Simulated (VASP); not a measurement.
# HgPt (P4/mmm) in VASP: further runs

HgPt is run at these levels: LDA; tasks: electric field gradients.

All numbers are computed with VASP 6.6.1; they aren't measurements. Logs are shortened: lines on timing, memory, paths and dates and some standing lists are left out, and cuts for length are marked.

## Step 1: The cell of the first run

Symmetry: P4/mmm, No. 123, tetragonal system. Conventional cell: a = 2.981 Å, b = 2.981 Å, c = 3.838 Å, α = 90.00°, β = 90.00°, γ = 90.00°. Hg (site symmetry 4/mmm) has 8 Pt at 2.85 Å and 6 Hg at 2.98 to 3.84 Å within 3.9 Å. Within 3.9 Å of Pt (site symmetry 4/mmm) lie 8 Hg at 2.85 Å and 6 Pt at 2.98 to 3.84 Å.

## Step 2: Electric field gradients, LDA (17.05 Å³/atom)

INCAR reads:

```
  ALGO = Normal
  EDIFF = 1E-8
  ENCUT = 520
  ISIF = 2
  ISMEAR = -1
  LASPH = T
  LCHARG = F
  LEFG = T
  LREAL = F
  LWAVE = F
  NBANDS = 18
  NELM = 80
  PREC = Accurate
  SIGMA = 0.03
```

KPOINTS reads:

```
k-points
0
Gamma
  12 12 10
```

POSCAR reads:

```
HgPt
1.0
    2.9808705044      0.0000000000      0.0000000000
    0.0000000000      2.9808705044      0.0000000000
    0.0000000000      0.0000000000      3.8377077346
Hg Pt
1 1
Direct
    0.0000000000      0.0000000000      0.0000000000
    0.5000000000      0.5000000000      0.5000000000
```

Potentials or basis: VASP PAW LDA potentials, release 64 (Hg, Pt).

Run with:

```console
$ cat potpaw_LDA.64/Hg/POTCAR potpaw_LDA.64/Pt/POTCAR > POTCAR
$ mpirun -np 1 vasp_std > vasp.out
```

OUTCAR:

```text
EDIFF = 1E-8
   ENCUT = 520
   ISIF = 2
   ISMEAR = -1
   LASPH = T
   LREAL = F
   NELM = 80
   PREC = Accurate

 ion  position               nearest neighbor table
   1  0.000  0.000  0.000-   2 2.85   2 2.85   2 2.85   2 2.85   2 2.85   2 2.85   2 2.85   2 2.85

   2  0.500  0.500  0.500-   1 2.85   1 2.85   1 2.85   1 2.85   1 2.85   1 2.85   1 2.85   1 2.85

  LATTYP: Found a simple tetragonal cell.
 ALAT       =     2.9808705044
 C/A-ratio  =     1.2874453046

  Lattice vectors:

 A1 = (   2.9808705044,   0.0000000000,   0.0000000000)
 A2 = (   0.0000000000,   2.9808705044,   0.0000000000)
 A3 = (   0.0000000000,   0.0000000000,   3.8377077346)

Analysis of symmetry for initial positions (statically):
=====================================================================
 Subroutine PRICEL returns:
 Original cell was already a primitive cell.

 Routine SETGRP: Setting up the symmetry group for a
 simple tetragonal supercell.

 Subroutine GETGRP returns: Found 16 space group operations
 (whereof 16 operations were pure point group operations)
 out of a pool of 16 trial point group operations.

The static configuration has the point symmetry D_4h.

Analysis of symmetry for dynamics (positions and initial velocities):
=====================================================================
 Subroutine PRICEL returns:
 Original cell was already a primitive cell.

 Routine SETGRP: Setting up the symmetry group for a
 simple tetragonal supercell.

 Subroutine GETGRP returns: Found 16 space group operations
 (whereof 16 operations were pure point group operations)
 out of a pool of 16 trial point group operations.

The dynamic configuration has the point symmetry D_4h.

 Subroutine INISYM returns: Found 16 space group operations
 (whereof 16 operations are pure point group operations),
 and found     1 'primitive' translations

----------------------------------------------------------------------------------------

                                     Primitive cell

  volume of cell :      34.1003

  direct lattice vectors                    reciprocal lattice vectors
     2.980870504  0.000000000  0.000000000     0.335472473  0.000000000  0.000000000
     0.000000000  2.980870504  0.000000000     0.000000000  0.335472473  0.000000000
[... 117 lines left out ...]
  energy-cutoff  :      520.00
  volume of cell :       34.10
 maximum number of plane-waves:       942
 NGX is ok and might be reduce to    24
   NGX = 11   NGY = 11   NGZ = 15

 number of electron      22.0000000 magnetization

 Free energy of the ion-electron system (eV)
  ---------------------------------------------------
  ext. energy  EPLUGINS =         0.00000000
  ---------------------------------------------------
  free energy    TOTEN  =        -8.53163988 eV

  energy without entropy =       -8.52979670  energy(sigma->0) =       -8.53071829

 E-fermi :   7.1802     XC(G=0): -12.9787

 val. band max:        7.1697418116   @ k =   0.5000   0.0833   0.4000
 cond. band min:       7.2356036230   @ k =   0.3333   0.0833   0.4000
 fundamental gap:      0.0658618113
 Fermi energy:         7.1802072486

 k-point     1 :       0.0000    0.0000    0.0000
  band No.  band energies     occupation
      1      -3.3848      2.00000
      2      -1.5479      2.00000
      3      -1.3488      2.00000
      4       0.1414      2.00000
      5       0.1414      2.00000
      6       0.7788      2.00000
[... 481 lines left out ...]
      5       0.7596      2.00000
      6       2.7058      2.00000
[... 10 lines left out ...]
     17      18.6015      0.00000
     18      18.8899      0.00000

 [... further k-points ...]
[... 5 lines left out ...]
  --------------------------------------------------------------------------------------
  -------------------------------------------------------------------------------------
  Total       -0.3738715     -0.3738715     -0.2238035      0.0000000      0.0000000      0.0000000
  in kB      -17.5660771    -17.5660771    -10.5152456      0.0000000      0.0000000      0.0000000
  external PRESSURE =     -15.2157999 kB  Pullay stress =       0.0000000 kB

 VOLUME and BASIS-vectors are now :
 -----------------------------------------------------------------------------
  energy-cutoff  :      520.00
  volume of cell :       34.10
      direct lattice vectors                 reciprocal lattice vectors
     2.980870504  0.000000000  0.000000000     0.335472473  0.000000000  0.000000000
     0.000000000  2.980870504  0.000000000     0.000000000  0.335472473  0.000000000
     0.000000000  0.000000000  3.837707735     0.000000000  0.000000000  0.260572214

 POSITION                                       TOTAL-FORCE (eV/Angst)
 -----------------------------------------------------------------------------------
      0.00000      0.00000      0.00000         0.000000      0.000000      0.000000
      1.49044      1.49044      1.91885         0.000000      0.000000      0.000000
 -----------------------------------------------------------------------------------
    total drift:                                0.000000      0.000000     -0.000000

  FREE ENERGIE OF THE ION-ELECTRON SYSTEM (eV)
  ---------------------------------------------------
  free  energy   TOTEN  =        -8.5316398827 eV

  energy  without entropy=       -8.5297967048  energy(sigma->0) =       -8.53071829

 Electric field gradients (V/A^2)
---------------------------------------------------------------------
 ion       V_xx      V_yy      V_zz      V_xy      V_xz      V_yz
---------------------------------------------------------------------
   1      51.268    51.268  -102.536     0.000     0.000     0.000
   2     -48.480   -48.480    96.961    -0.000    -0.000    -0.000
---------------------------------------------------------------------

 Electric field gradients after diagonalization (V/A^2)
 (convention: |V_zz| > |V_xx| > |V_yy|)
----------------------------------------------------------------------
 ion       V_xx      V_yy      V_zz     asymmetry (V_yy - V_xx)/ V_zz
----------------------------------------------------------------------
   1      51.268    51.268  -102.536       0.000
   2     -48.480   -48.480    96.961       0.000
----------------------------------------------------------------------

           NMR quadrupolar parameters

 Cq : quadrupolar parameter    Cq=e*Q*V_zz/h
 eta: asymmetry parameters     (V_yy - V_xx)/ V_zz
 Q  : nuclear electric quadrupole moment in mb (millibarn)
----------------------------------------------------------------------
 ion       Cq(MHz)       eta       Q (mb)
----------------------------------------------------------------------
   1      -0.248       0.000       1.000
   2       0.234       0.000       1.000
----------------------------------------------------------------------
```

OSZICAR:

```text
N       E                     dE             d eps       ncg     rms          rms(c)
DAV:   1     0.146688788066E+03    0.14669E+03   -0.11847E+04  6248   0.121E+03
DAV:   2    -0.573929531933E+01   -0.15243E+03   -0.14439E+03  6292   0.293E+02
DAV:   3    -0.890394192035E+01   -0.31646E+01   -0.31493E+01  7040   0.467E+01
DAV:   4    -0.891615246473E+01   -0.12211E-01   -0.12209E-01  6668   0.268E+00
DAV:   5    -0.891626338899E+01   -0.11092E-03   -0.11092E-03  6736   0.288E-01    0.135E+01
DAV:   6    -0.858939571471E+01    0.32687E+00   -0.45183E-01  7054   0.102E+01    0.914E+00
DAV:   7    -0.853767438278E+01    0.51721E-01   -0.19256E-01  6622   0.375E+00    0.223E+00
DAV:   8    -0.853236130177E+01    0.53131E-02   -0.28811E-02  6488   0.144E+00    0.542E-01
DAV:   9    -0.853166157984E+01    0.69972E-03   -0.27299E-03  6426   0.713E-01    0.143E-01
DAV:  10    -0.853164428378E+01    0.17296E-04   -0.11929E-04  6616   0.907E-02    0.549E-02
DAV:  11    -0.853163995356E+01    0.43302E-05   -0.14938E-05  6526   0.325E-02    0.395E-03
DAV:  12    -0.853163988890E+01    0.64660E-07   -0.85769E-07  6640   0.110E-02    0.594E-03
DAV:  13    -0.853163988271E+01    0.61916E-08   -0.67435E-08  6754   0.344E-03
   1 F= -.85316399E+01 E0= -.85307183E+01  d E =-.184318E-02
```

It took 86 s on 1 thread of Oxide Virtual Turin-like, shared host; peak memory 0.18 GiB.

What came out:

| Quantity | Value |
| --- | --- |
| Free energy | -8.5316 eV |
| Pressure | -1.5 GPa |
| Band gap on the k mesh | zero (bands 11 and 12 overlap by 3.69 eV) |
| Largest electric field gradient by atom | Hg -102.5; Pt +97.0 V/Å² |

Levels at points of the mesh, in eV from the Fermi level:
```
           k point  band 9  band 10  band 11  band 12  band 13  band 14
(0.00, 0.00, 0.00)   -1.16    -1.16    -0.87     1.59     6.69     8.36
(0.50, 0.00, 0.00)   -3.52    -2.36    -1.70     0.79     8.78     9.85
(0.50, 0.50, 0.00)   -1.44    -0.15    -0.15    -0.03     4.01     5.23
(0.00, 0.00, 0.50)   -2.31    -2.21    -2.21    -1.04    13.57    13.57
(0.50, 0.00, 0.50)   -1.52    -1.19    -1.15    -1.04     2.64     3.11
(0.50, 0.50, 0.50)   -1.63    -0.02     1.63     5.06     5.98     5.98
```

Electric field gradients, principal values (V/Å²):
```csv
atom,least,middle,greatest (by size)
1 Hg,51.268,51.268,-102.536
2 Pt,-48.480,-48.480,96.961
```

Caveat: without QUAD_EFG the Cq values of the log hold for a quadrupole moment of 1 mb, not for the nuclei; spin-orbit coupling is left out, which moves the levels of the heavy elements.

## Step 3: Electric field gradients, LDA (zz strain of +2 %)

INCAR reads:

```
SYSTEM = HgPt
ALGO     = Normal         ! electronic algorithm
EDIFF    = 1E-8           ! SCF threshold, eV
ENCUT    = 520            ! plane-wave cutoff, eV
ISIF     = 2              ! what is computed and relaxed
ISMEAR   = -1             ! smearing method
LASPH    = .TRUE.         ! aspherical terms in the spheres
LCHARG   = .FALSE.        ! write CHGCAR
LEFG     = .TRUE.       
LREAL    = .FALSE.        ! projectors in reciprocal space
LWAVE    = .FALSE.        ! write WAVECAR
NBANDS   = 18             ! bands
NELM     = 60             ! most SCF steps
PREC     = Accurate       ! precision mode
SIGMA    = 0.03           ! smearing width, eV
```

KPOINTS reads:

```
k-points
0
G
  12 12 10
  0 0 0
```

POSCAR reads:

```
HgPt
1.0
    2.9710000000      0.0000000000      0.0000000000
    0.0000000000      2.9710000000      0.0000000000
    0.0000000000      0.0000000000      3.9015000000
Hg Pt
1 1
Direct
    0.0000000000      0.0000000000      0.0000000000
    0.5000000000      0.5000000000      0.5000000000
```

Potentials or basis: VASP PAW LDA potentials, release 64 (Hg, Pt).

Run with:

```console
$ cat potpaw_LDA.64/Hg/POTCAR potpaw_LDA.64/Pt/POTCAR > POTCAR
$ mpirun -np 1 vasp_std > vasp.out
```

OUTCAR:

```text
SYSTEM = HgPt
   EDIFF = 1E-8
   ENCUT = 520
   ISIF = 2
   ISMEAR = -1
   LASPH = .TRUE.
   LREAL = .FALSE.
   NELM = 60
   PREC = Accurate

 ion  position               nearest neighbor table
   1  0.000  0.000  0.000-   2 2.87   2 2.87   2 2.87   2 2.87   2 2.87   2 2.87   2 2.87   2 2.87

   2  0.500  0.500  0.500-   1 2.87   1 2.87   1 2.87   1 2.87   1 2.87   1 2.87   1 2.87   1 2.87

  LATTYP: Found a simple tetragonal cell.
 ALAT       =     2.9710000000
 C/A-ratio  =     1.3131942107

  Lattice vectors:

 A1 = (   2.9710000000,   0.0000000000,   0.0000000000)
 A2 = (   0.0000000000,   2.9710000000,   0.0000000000)
 A3 = (   0.0000000000,   0.0000000000,   3.9015000000)

Analysis of symmetry for initial positions (statically):
=====================================================================
 Subroutine PRICEL returns:
 Original cell was already a primitive cell.

 Routine SETGRP: Setting up the symmetry group for a
 simple tetragonal supercell.

 Subroutine GETGRP returns: Found 16 space group operations
 (whereof 16 operations were pure point group operations)
 out of a pool of 16 trial point group operations.

The static configuration has the point symmetry D_4h.

Analysis of symmetry for dynamics (positions and initial velocities):
=====================================================================
 Subroutine PRICEL returns:
 Original cell was already a primitive cell.

 Routine SETGRP: Setting up the symmetry group for a
 simple tetragonal supercell.

 Subroutine GETGRP returns: Found 16 space group operations
 (whereof 16 operations were pure point group operations)
 out of a pool of 16 trial point group operations.

The dynamic configuration has the point symmetry D_4h.

 Subroutine INISYM returns: Found 16 space group operations
 (whereof 16 operations are pure point group operations),
 and found     1 'primitive' translations

----------------------------------------------------------------------------------------

                                     Primitive cell

  volume of cell :      34.4379

  direct lattice vectors                    reciprocal lattice vectors
     2.971000000  0.000000000  0.000000000     0.336587008  0.000000000  0.000000000
     0.000000000  2.971000000  0.000000000     0.000000000  0.336587008  0.000000000
     0.000000000  0.000000000  3.901500000     0.000000000  0.000000000  0.256311675

  length of vectors
     2.971000000  2.971000000  3.901500000     0.336587008  0.336587008  0.256311675

  position of ions in fractional coordinates (direct lattice)
     0.000000000  0.000000000  0.000000000
     0.500000000  0.500000000  0.500000000

  ion indices of the primitive-cell ions
   primitive index   ion index
                 1           1
                 2           2

----------------------------------------------------------------------------------------

 KPOINTS: k-points

[... 67 lines left out ...]
   EDIFF  = 0.1E-07   stopping-criterion for ELM
   LREAL  =      F    real-space projection
   EDIFFG = 0.1E-06   stopping-criterion for IOM
   NSW    =      0    number of steps for IOM
   IBRION =     -1    ionic relax: 0-MD 1-quasi-New 2-CG
   NFREE  =      0    steps in history (QN), initial steepest desc. (CG)
   ISIF   =      2    stress and relaxation
   ISYM   =      2    0-nonsym 1-usesym 2-fastsym
   POTIM  = 0.5000    time-step for ionic-motion
   TEBEG  =    0.0;   TEEND  =   0.0 temperature during run
   PSTRESS=    0.0 pullay stress
   NELECT =      22.0000    total number of electrons
   NUPDOWN=      -1.0000    fix difference up-down
   EMIN   =  10.00;   EMAX   =-10.00  energy-range for DOS
   EFERMI =   0.00;   METHOD = LEGACY
   ISMEAR =    -1;   SIGMA  =   0.03  broadening in eV -4-tet -1-fermi 0-gaus
   EFERMI_NEDOS =   21; number of points for ismear=-14 and -15
   IALGO  =     38    algorithm
   IMIX   =      4    mixing-type and parameters
     AMIX     =   0.40;   BMIX     =  1.00
     AMIX_MAG =   1.60;   BMIX_MAG =  1.00
  volume/ion in A,a.u.               =      17.22       116.20
  Fermi-wavevector in a.u.,A,eV,Ry     =   1.409949  2.664417 27.047788  1.987956
  Thomas-Fermi vector in A             =   2.531953
   LORBIT       =      0    0 simple, 1 ext, 2 COOP (PROOUT), +10 PAW based schemes
   GGA     = CA    functional components
   LHFCALC =     F    Hartree Fock is set to
   AEXX    =    0.0000 exact exchange contribution
   IVDW    =     0    specifies the selected vdW correction
   LEPSILON=     F    determine dielectric tensor
   LRPA    =     F    only Hartree local field effects (RPA)
 non-spin polarized calculation
  energy-cutoff  :      520.00
  volume of cell :       34.44
 maximum number of plane-waves:       950
 NGX is ok and might be reduce to    24
   NGX = 11   NGY = 11   NGZ = 15

 number of electron      21.9999997 magnetization

 Free energy of the ion-electron system (eV)
  ---------------------------------------------------
  ext. energy  EPLUGINS =         0.00000000
  ---------------------------------------------------
  free energy    TOTEN  =        -8.52762142 eV

  energy without entropy =       -8.52591333  energy(sigma->0) =       -8.52676737

 E-fermi :   7.0177     XC(G=0): -12.9229

 val. band max:        6.9681206406   @ k =   0.5000   0.2500   0.2000
 cond. band min:       7.0196502933   @ k =   0.5000   0.5000   0.0000
 fundamental gap:      0.0515296527
 Fermi energy:         7.0176503232

 k-point     1 :       0.0000    0.0000    0.0000
  band No.  band energies     occupation
      1      -3.4313      2.00000
      2      -1.6506      2.00000
      3      -1.4269      2.00000
      4       0.0627      2.00000
      5       0.0627      2.00000
      6       0.7036      2.00000
[... 481 lines left out ...]
      5       0.6655      2.00000
      6       2.6537      2.00000
[... 10 lines left out ...]
     17      18.3429      0.00000
     18      18.4971      0.00000

 [... further k-points ...]
[... 5 lines left out ...]
  --------------------------------------------------------------------------------------
  -------------------------------------------------------------------------------------
  Total       -0.7033456     -0.7033456     -0.7482132      0.0000000      0.0000000      0.0000000
  in kB      -32.7221945    -32.7221945    -34.8096007      0.0000000      0.0000000      0.0000000
  external PRESSURE =     -33.4179966 kB  Pullay stress =       0.0000000 kB

 VOLUME and BASIS-vectors are now :
 -----------------------------------------------------------------------------
  energy-cutoff  :      520.00
  volume of cell :       34.44
      direct lattice vectors                 reciprocal lattice vectors
     2.971000000  0.000000000  0.000000000     0.336587008  0.000000000  0.000000000
     0.000000000  2.971000000  0.000000000     0.000000000  0.336587008  0.000000000
     0.000000000  0.000000000  3.901500000     0.000000000  0.000000000  0.256311675

 POSITION                                       TOTAL-FORCE (eV/Angst)
 -----------------------------------------------------------------------------------
      0.00000      0.00000      0.00000         0.000000      0.000000      0.000000
      1.48550      1.48550      1.95075         0.000000      0.000000      0.000000
 -----------------------------------------------------------------------------------
    total drift:                                0.000000      0.000000     -0.000000

  FREE ENERGIE OF THE ION-ELECTRON SYSTEM (eV)
  ---------------------------------------------------
  free  energy   TOTEN  =        -8.5276214216 eV

  energy  without entropy=       -8.5259133273  energy(sigma->0) =       -8.52676737

 Electric field gradients (V/A^2)
---------------------------------------------------------------------
 ion       V_xx      V_yy      V_zz      V_xy      V_xz      V_yz
---------------------------------------------------------------------
   1      52.368    52.368  -104.735     0.000    -0.000     0.000
   2     -49.581   -49.581    99.162     0.000     0.000    -0.000
---------------------------------------------------------------------

 Electric field gradients after diagonalization (V/A^2)
 (convention: |V_zz| > |V_xx| > |V_yy|)
----------------------------------------------------------------------
 ion       V_xx      V_yy      V_zz     asymmetry (V_yy - V_xx)/ V_zz
----------------------------------------------------------------------
   1      52.368    52.368  -104.735       0.000
   2     -49.581   -49.581    99.162       0.000
----------------------------------------------------------------------

           NMR quadrupolar parameters

 Cq : quadrupolar parameter    Cq=e*Q*V_zz/h
 eta: asymmetry parameters     (V_yy - V_xx)/ V_zz
 Q  : nuclear electric quadrupole moment in mb (millibarn)
----------------------------------------------------------------------
 ion       Cq(MHz)       eta       Q (mb)
----------------------------------------------------------------------
   1      -0.253       0.000       1.000
   2       0.240       0.000       1.000
----------------------------------------------------------------------
```

Run time: 1.9 min. Hardware: 1 thread of Oxide Virtual Turin-like, shared host; peak memory 0.19 GiB.

What came out:

* Free energy: -8.5276 eV
* Pressure: -3.3 GPa
* Band gap on the k mesh: zero (bands 11 and 12 overlap by 3.73 eV)
* Largest electric field gradient by atom: Hg -104.7; Pt +99.2 V/Å²

Stress tensor (GPa, compression positive):
```
-3.27  0.00  0.00
 0.00 -3.27  0.00
 0.00  0.00 -3.48
```

Electric field gradients, principal values (V/Å²):
```csv
atom,least,middle,greatest (by size)
1 Hg,52.368,52.368,-104.735
2 Pt,-49.581,-49.581,99.162
```

Caveat: the cell differs from its parent crystal (zz strain of +2 %); the cell stands under tension; without QUAD_EFG the Cq values of the log hold for a quadrupole moment of 1 mb, not for the nuclei; spin-orbit coupling is left out, which moves the levels of the heavy elements.

(Part 1 of 2 ends here.)

The gap in the log of VASP goes by the Fermi energy; the results here count the filled bands.